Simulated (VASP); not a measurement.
# Si3S2 (P-1) in VASP: single point with PBE

Aim: the single point of Si3S2 with PBE.

Program: VASP 6.6.1. These are calculated values, not measurements. Logs are shortened: lines on timing, memory, paths and dates and some standing lists are left out, and cuts for length are marked.

## Step 1: The cell of the first run

The typed cell holds 5 atoms: a = 3.949 Å, b = 5.186 Å, c = 5.177 Å, α = 75.50°, β = 74.42°, γ = 73.25°.

## Step 2: Single point, PBE

File INCAR:

```
  PREC = Accurate
  ENCUT = 520
  EDIFF = 1E-6
  ISMEAR = 0
  SIGMA = 0.1
  LREAL = False
  LASPH = True
  NELM = 60
  ALGO = Normal
  ISIF = 2
  LWAVE = False
  LCHARG = True
  GGA = PE
  LELF = True
  LVHAR = True
  NBANDS = 20
```

File KPOINTS:

```
Automatic mesh
0
Gamma
  10 8 8
```

File POSCAR:

```
Si3S2
1.0
    3.9485965856     -0.0035387543     -0.0055239213
    1.4994915512      4.9646170501     -0.0031255234
    1.3981475714      0.9352359001      4.8960304828
Si S
3 2
Direct
    0.0000000000      0.0000000000      0.0000000000
    0.5041085223      0.7575506173      0.2401028860
    0.4958914777      0.2424493827      0.7598971140
    0.4328501846      0.7011466074      0.6996356281
    0.5671498154      0.2988533926      0.3003643719
```

Potentials or basis: VASP PAW PBE potentials, release 64 (Si, S).

Launch:

```sh
$ cat potpaw_PBE.64/Si/POTCAR potpaw_PBE.64/S/POTCAR > POTCAR
$ mpirun -np 1 vasp_std > vasp.out
```

OUTCAR:

```text
PREC = Accurate
   ENCUT = 520
   EDIFF = 1E-6
   ISMEAR = 0
   LREAL = False
   LASPH = True
   NELM = 60
   ISIF = 2
   GGA = PE

 ion  position               nearest neighbor table
   1  0.000  0.000  0.000-   4 2.45   5 2.45   2 2.49   3 2.49   3 2.51   2 2.51
   2  0.504  0.758  0.240-   5 2.27   4 2.27   1 2.49   1 2.51   3 3.06
   3  0.496  0.242  0.760-   4 2.27   5 2.27   1 2.49   1 2.51   2 3.06
   4  0.433  0.701  0.700-   3 2.27   2 2.27   1 2.45
   5  0.567  0.299  0.300-   2 2.27   3 2.27   1 2.45

  Warning from LATTYP: Got some problem with cell dimensions!
  Tried to take original basis but could not verify dimensions!
  LATTYP: Found a triclinic cell.
 ALAT       =     5.6045805911
 B/A-ratio  =     1.3814920783
 C/A-ratio  =     1.1319534365
 COS(alpha) =     0.0064669521
 COS(beta)  =     0.5762510332
 COS(gamma) =     0.7427735659

  Lattice vectors:

 A1 = (   2.5504490142,  -0.9387746544,  -4.9015544041)
 A2 = (   1.0509574630,  -5.9033917045,  -4.8984288807)
 A3 = (   0.1013439798,   4.0293811500,  -4.8991560062)

Analysis of symmetry for initial positions (statically):
=====================================================================
 Subroutine PRICEL returns:
 Original cell was already a primitive cell.

 Routine SETGRP: Setting up the symmetry group for a
 triclinic supercell.

 Subroutine GETGRP returns: Found  2 space group operations
 (whereof  2 operations were pure point group operations)
 out of a pool of  2 trial point group operations.

The static configuration has the point symmetry S_2 .

Analysis of symmetry for dynamics (positions and initial velocities):
=====================================================================
 Subroutine PRICEL returns:
 Original cell was already a primitive cell.

 Routine SETGRP: Setting up the symmetry group for a
 triclinic supercell.

 Subroutine GETGRP returns: Found  2 space group operations
 (whereof  2 operations were pure point group operations)
 out of a pool of  2 trial point group operations.

The dynamic configuration has the point symmetry S_2 .

 Subroutine INISYM returns: Found  2 space group operations
 (whereof  2 operations are pure point group operations),
 and found     1 'primitive' translations

----------------------------------------------------------------------------------------

                                     Primitive cell

  volume of cell :      96.0463

  direct lattice vectors                    reciprocal lattice vectors
     3.948596586 -0.003538754 -0.005523921     0.253105316 -0.076483146 -0.057668922
     1.499491551  4.964617050 -0.003125523     0.000126602  0.201362928 -0.038500342
     1.398147571  0.935235900  4.896030483     0.000285646  0.000042254  0.204157452

  length of vectors
     3.948602035  5.186126409  5.176929332     0.270624605  0.205010539  0.204157656

  position of ions in fractional coordinates (direct lattice)
     0.000000000  0.000000000  0.000000000
     0.504108522  0.757550617  0.240102886
     0.495891478  0.242449383  0.759897114
     0.432850185  0.701146607  0.699635628
     0.567149815  0.298853393  0.300364372

  ion indices of the primitive-cell ions
   primitive index   ion index
                 1           1
                 2           2
                 3           3
                 4           4
                 5           5

----------------------------------------------------------------------------------------

 KPOINTS: Automatic mesh

Automatic generation of k-mesh.
 Grid dimensions read from file:
 generate k-points for:   10    8    8

 Generating k-lattice:

  Cartesian coordinates                     Fractional coordinates (reciprocal lattice)
     0.025310532 -0.007648315 -0.005766892     0.100000000  0.000000000  0.000000000
     0.000015825  0.025170366 -0.004812543     0.000000000  0.125000000 -0.000000000
     0.000035706  0.000005282  0.025519681     0.000000000 -0.000000000  0.125000000

  Length of vectors
     0.027062461  0.025626317  0.025519707

  Shift w.r.t. Gamma in fractional coordinates (k-lattice)
     0.000000000  0.000000000  0.000000000

 Subroutine IBZKPT returns following result:
 ===========================================

 Found    324 irreducible k-points:

 Following reciprocal coordinates:
            Coordinates               Weight
  0.000000  0.000000  0.000000      1.000000
  0.100000 -0.000000  0.000000      2.000000
  0.200000 -0.000000  0.000000      2.000000
  0.300000 -0.000000  0.000000      2.000000
  0.400000 -0.000000  0.000000      2.000000
  0.500000 -0.000000  0.000000      1.000000
[... 16 lines left out ...]
 -0.400000  0.250000  0.000000      2.000000
 -0.300000  0.250000 -0.000000      2.000000
 [... further k-points ...]
   k-points           NKPTS =    324   k-points in BZ     NKDIM =    324   number of bands    NBANDS=     20
   number of dos      NEDOS =    301   number of ions     NIONS =      5
   total plane-waves  NPLWV =  48000
   dimension x,y,z NGX =    30 NGY =   40 NGZ =   40
   dimension x,y,z NGXF=    60 NGYF=   80 NGZF=   80
   ions per type =               3   2
   NGX,Y,Z   is equivalent  to a cutoff of  12.63, 12.82, 12.85 a.u.
   NGXF,Y,Z  is equivalent  to a cutoff of  25.26, 25.64, 25.69 a.u.
 SYSTEM =  unknown system
   PREC   = accura    normal or accurate (medium, high low for compatibility)
   ISTART =      0    job   : 0-new  1-cont  2-samecut
   ICHARG =      2    charge: 1-file 2-atom 10-const
   ISPIN  =      1    spin polarized calculation?
   LNONCOLLINEAR =      F non collinear calculations
   LSORBIT =      F    spin-orbit coupling
   LASPH  =      T    aspherical Exc in radial PAW
   ENCUT  =  520.0 eV  38.22 Ry    6.18 a.u.   7.34  9.64  9.63*2*pi/ulx,y,z
   NELM   =     60;   NELMIN=  2; NELMDL= -5     # of ELM steps
   EDIFF  = 0.1E-05   stopping-criterion for ELM
   LREAL  =      F    real-space projection
   EDIFFG = 0.1E-04   stopping-criterion for IOM
   NSW    =      0    number of steps for IOM
   IBRION =     -1    ionic relax: 0-MD 1-quasi-New 2-CG
   NFREE  =      0    steps in history (QN), initial steepest desc. (CG)
   ISIF   =      2    stress and relaxation
   ISYM   =      2    0-nonsym 1-usesym 2-fastsym
   POTIM  = 0.5000    time-step for ionic-motion
   TEBEG  =    0.0;   TEEND  =   0.0 temperature during run
   PSTRESS=    0.0 pullay stress
   NELECT =      24.0000    total number of electrons
   NUPDOWN=      -1.0000    fix difference up-down
   EMIN   =  10.00;   EMAX   =-10.00  energy-range for DOS
   EFERMI =   0.00;   METHOD = LEGACY
   ISMEAR =     0;   SIGMA  =   0.10  broadening in eV -4-tet -1-fermi 0-gaus
   EFERMI_NEDOS =   21; number of points for ismear=-14 and -15
   IALGO  =     38    algorithm
   IMIX   =      4    mixing-type and parameters
     AMIX     =   0.40;   BMIX     =  1.00
     AMIX_MAG =   1.60;   BMIX_MAG =  1.00
  volume/ion in A,a.u.               =      19.21       129.63
  Fermi-wavevector in a.u.,A,eV,Ry     =   1.031142  1.948575 14.466435  1.063253
  Thomas-Fermi vector in A             =   2.165275
   LORBIT       =      0    0 simple, 1 ext, 2 COOP (PROOUT), +10 PAW based schemes
   GGA     = PE    functional components
   LHFCALC =     F    Hartree Fock is set to
   AEXX    =    0.0000 exact exchange contribution
   IVDW    =     0    specifies the selected vdW correction
   LEPSILON=     F    determine dielectric tensor
   LRPA    =     F    only Hartree local field effects (RPA)
 non-spin polarized calculation
 Gauss-broadening in eV      SIGMA  =   0.10
  energy-cutoff  :      520.00
  volume of cell :       96.05
 maximum number of plane-waves:      2613
 NGX is ok and might be reduce to    30
   NGX = 15   NGY = 19   NGZ = 19

 number of electron      24.0000003 magnetization

 Free energy of the ion-electron system (eV)
  ---------------------------------------------------
  ext. energy  EPLUGINS =         0.00000000
  ---------------------------------------------------
  free energy    TOTEN  =       -24.67775493 eV

  energy without entropy =      -24.67403354  energy(sigma->0) =      -24.67589424

 E-fermi :   6.8615     XC(G=0):  -9.6560

 val. band max:        6.8591991872   @ k =   0.1000   0.1250   0.5000
 cond. band min:       6.8626209765   @ k =   0.0000  -0.3750   0.2500
 fundamental gap:      0.0034217892
 Fermi energy:         6.8615116420

 k-point     1 :       0.0000    0.0000    0.0000
  band No.  band energies     occupation
      1      -9.2719      2.00000
      2      -6.9481      2.00000
      3      -3.1936      2.00000
      4      -1.5860      2.00000
      5      -0.2851      2.00000
      6      -0.1017      2.00000
[... 12 lines left out ...]
     19      11.6430      0.00000
     20      12.4060      0.00000

 k-point     2 :       0.1000   -0.0000    0.0000
  band No.  band energies     occupation
      1      -9.2330      2.00000
      2      -6.9513      2.00000
      3      -3.1395      2.00000
      4      -1.5622      2.00000
      5      -0.2432      2.00000
      6      -0.2411      2.00000
[... 12 lines left out ...]
     19      11.3579      0.00000
     20      12.4618      0.00000

 k-point     3 :       0.2000   -0.0000    0.0000
  band No.  band energies     occupation
      1      -9.1269      2.00000
      2      -6.9607      2.00000
      3      -2.9896      2.00000
      4      -1.4862      2.00000
      5      -0.4701      2.00000
      6      -0.1471      2.00000
[... 12 lines left out ...]
     19      11.6684      0.00000
     20      12.5427      0.00000

 k-point     4 :       0.3000   -0.0000    0.0000
  band No.  band energies     occupation
      1      -8.9855      2.00000
      2      -6.9755      2.00000
      3      -2.7752      2.00000
      4      -1.3585      2.00000
      5      -0.6806      2.00000
      6      -0.1793      2.00000
[... 12 lines left out ...]
     19      12.1699      0.00000
     20      12.7165      0.00000

 k-point     5 :       0.4000   -0.0000    0.0000
  band No.  band energies     occupation
      1      -8.8611      2.00000
      2      -6.9913      2.00000
      3      -2.5429      2.00000
      4      -1.2131      2.00000
      5      -1.0315      2.00000
      6      -0.5504      2.00000
[... 12 lines left out ...]
     19      12.6097      0.00000
     20      13.1071      0.00000

 k-point     6 :       0.5000   -0.0000    0.0000
  band No.  band energies     occupation
      1      -8.8107      2.00000
      2      -6.9986      2.00000
      3      -2.4150      2.00000
      4      -1.2737      2.00000
      5      -1.1406      2.00000
      6      -0.6109      2.00000
[... 12 lines left out ...]
     19      12.4778      0.00000
     20      13.0704      0.00000

 k-point     7 :       0.0000    0.1250    0.0000
  band No.  band energies     occupation
      1      -9.2099      2.00000
      2      -7.0336      2.00000
      3      -3.4057      2.00000
      4      -1.4071      2.00000
      5      -0.6476      2.00000
      6       0.0465      2.00000
[... 12 lines left out ...]
     19      11.5004      0.00000
     20      12.2874      0.00000
[... 277 lines left out ...]
 k-point    20 :       0.3000    0.2500    0.0000
  band No.  band energies     occupation
      1      -8.8761      2.00000
      2      -7.0909      2.00000
      3      -3.3786      2.00000
      4      -1.4266      2.00000
      5      -0.3007      2.00000
      6       0.2462      2.00000
[... 12 lines left out ...]
     19      11.6073      0.00000
     20      12.6286      0.00000

 k-point    21 :       0.4000    0.2500    0.0000
  band No.  band energies     occupation
      1      -8.7563      2.00000
      2      -7.0951      2.00000
      3      -3.0515      2.00000
      4      -1.9340      2.00000
      5      -0.2947      2.00000
      6       0.0244      2.00000
[... 12 lines left out ...]
     19      12.3200      0.00000
     20      12.6874      0.00000

 k-point    22 :       0.5000    0.2500    0.0000
  band No.  band energies     occupation
      1      -8.6699      2.00000
      2      -7.1474      2.00000
      3      -2.6967      2.00000
      4      -2.4346      2.00000
      5      -0.4798      2.00000
      6      -0.0546      2.00000
[... 12 lines left out ...]
     19      11.9492      0.00000
     20      12.6477      0.00000

 k-point    23 :      -0.4000    0.2500    0.0000
  band No.  band energies     occupation
      1      -8.6557      2.00000
      2      -7.2280      2.00000
      3      -2.9402      2.00000
      4      -2.2322      2.00000
      5      -0.6348      2.00000
      6      -0.0627      2.00000
[... 12 lines left out ...]
     19      11.6299      0.00000
     20      12.7838      0.00000

 k-point    24 :      -0.3000    0.2500   -0.0000
  band No.  band energies     occupation
      1      -8.7226      2.00000
      2      -7.3014      2.00000
      3      -3.2535      2.00000
      4      -1.9302      2.00000
      5      -0.7751      2.00000
      6       0.1844      2.00000
[... 12 lines left out ...]
     19      11.3296      0.00000
     20      12.0853      0.00000

 [... further k-points ...]

------------------------ aborting loop because EDIFF is reached ----------------------------------------

  FORCE on cell =-STRESS in cart. coord.  units (eV):
  Direction    XX          YY          ZZ          XY          YZ          ZX
  --------------------------------------------------------------------------------------
  -------------------------------------------------------------------------------------
  Total       -0.0295612     -0.0961039     -0.0885334     -0.0217724      0.0088617      0.0010227
  in kB       -0.4931193     -1.6031376     -1.4768521     -0.3631919      0.1478244      0.0170599
  external PRESSURE =      -1.1910363 kB  Pullay stress =       0.0000000 kB

 VOLUME and BASIS-vectors are now :
 -----------------------------------------------------------------------------
  energy-cutoff  :      520.00
  volume of cell :       96.05
      direct lattice vectors                 reciprocal lattice vectors
     3.948596586 -0.003538754 -0.005523921     0.253105316 -0.076483146 -0.057668922
     1.499491551  4.964617050 -0.003125523     0.000126602  0.201362928 -0.038500342
     1.398147571  0.935235900  4.896030483     0.000285646  0.000042254  0.204157452

 POSITION                                       TOTAL-FORCE (eV/Angst)
 -----------------------------------------------------------------------------------
      0.00000      0.00000      0.00000         0.000000     -0.000000     -0.000000
      3.46216      3.98372      1.17040        -0.000442     -0.021767      0.027477
      3.38407      1.91260      3.71698         0.000442      0.021767     -0.027477
      3.73871      4.13372      3.42085        -0.006948     -0.017841     -0.010612
      3.10753      1.76260      1.46653         0.006948      0.017841      0.010612
 -----------------------------------------------------------------------------------
    total drift:                                0.000000     -0.000000      0.000000

  FREE ENERGIE OF THE ION-ELECTRON SYSTEM (eV)
  ---------------------------------------------------
  free  energy   TOTEN  =       -24.6777549328 eV

  energy  without entropy=      -24.6740335413  energy(sigma->0) =      -24.67589424
```

Wall time 5.6 min (1 thread of AMD EPYC 7R13 (Zen 3), shared host); peak memory 0.54 GiB.

Results:

| Property | Result |
| --- | --- |
| Free energy | -24.6778 eV |
| Pressure | -0.1 GPa |
| Largest force | 0.035 eV/Å |
| Band gap on the k mesh | zero (bands 12 and 13 overlap by 0.69 eV) |

Forces on the atoms (eV/Å):
```
Si   0.000  0.000  0.000
Si   0.000 -0.022  0.027
Si   0.000  0.022 -0.027
S   -0.007 -0.018 -0.011
S    0.007  0.018  0.011
```

Stress tensor (GPa, compression positive):
```
-0.05 -0.04  0.00
-0.04 -0.16  0.01
 0.00  0.01 -0.15
```
